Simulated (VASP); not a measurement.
Input of a VASP 6.6.1 run:

INCAR

```
PREC = Accurate
ENCUT = 520
EDIFF = 1E-6
ISMEAR = 0
SIGMA = 0.1
LREAL = False
LASPH = True
NELM = 60
ALGO = Normal
ISIF = 2
LWAVE = False
LCHARG = False
GGA = PE
NBANDS = 24
```

KPOINTS

```
Automatic mesh
0
Gamma
  6 6 6
```

POSCAR

```
Pb2Se
1.0
    0.0000000000      3.0422470672      3.0422470672
    3.0422470672      0.0000000000      3.0422470672
    3.0422470672      3.0422470672      0.0000000000
Pb Se
2 1
Direct
    0.7500000000      0.7500000000      0.7500000000
    0.5000000000      0.5000000000      0.5000000000
    0.0000000000      0.0000000000      0.0000000000
```

Potentials or basis: VASP PAW PBE potentials, release 64 (Pb_d, Se).

Command:

```console
$ cat potpaw_PBE.64/Pb_d/POTCAR potpaw_PBE.64/Se/POTCAR > POTCAR
$ mpirun -np 1 vasp_std > vasp.out
```

Problem. Estimate the pressure.

Solution. 82.7 GPa.

Problem. Predict the band gap on the k mesh.

Solution. Zero (band 17 reaches 14.86 eV, above the bottom of band 18 at 10.41 eV).

Caveat: spin-orbit coupling is left out, which moves the levels of the heavy elements.
